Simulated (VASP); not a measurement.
SrB: single point with r2SCAN

The system is SrB.

```
Sr B
1.0
     0.00000    3.01192    3.01192
     3.01192    0.00000    3.01192
     3.01192    3.01192    0.00000
Sr B
1 1
Direct
  0.50000 0.50000 0.50000
  0.00000 0.00000 0.00000
```

This cell differs from its parent crystal: volume scaled by 1.020.

```yaml
Program: VASP 6.6.1
Task: single point
Functional: r2SCAN
Potentials_or_basis: VASP PAW PBE potentials, release 64 (Sr_sv, B)
Cutoff: 520 eV
k_mesh: 10 × 10 × 10
Occupations: gaussian, width 0.05 eV
Spin: no spin polarisation
Dipole_correction: no
Further_INCAR_settings: ALGO = Normal; EDIFF = 1e-06; NBANDS = 14
```

* Pressure: -0.7 GPa

Levels at points of the mesh, in eV from the Fermi level:
```csv
k point,band 2,band 3,band 4,band 5,band 6,band 7,band 8,band 9,band 10,band 11
"(0.00, 0.00, 0.00)",-17.48,-17.48,-17.48,-7.08,1.67,1.67,1.67,3.85,3.85,3.85
"(0.50, 0.00, 0.00)",-17.74,-17.50,-17.50,-5.44,-2.16,0.01,0.01,5.36,6.13,6.34
"(0.50, 0.50, 0.00)",-17.70,-17.56,-17.56,-5.94,-0.81,0.88,0.88,1.64,6.32,6.94
```

Run time: 41 s on 1 thread of Intel(R) Xeon(R) 6975P-C (Granite Rapids) (shared host), peak memory 0.21 GiB.

Caveat: the PAW data sets were made with another functional, which shifts forces and pressure a little.
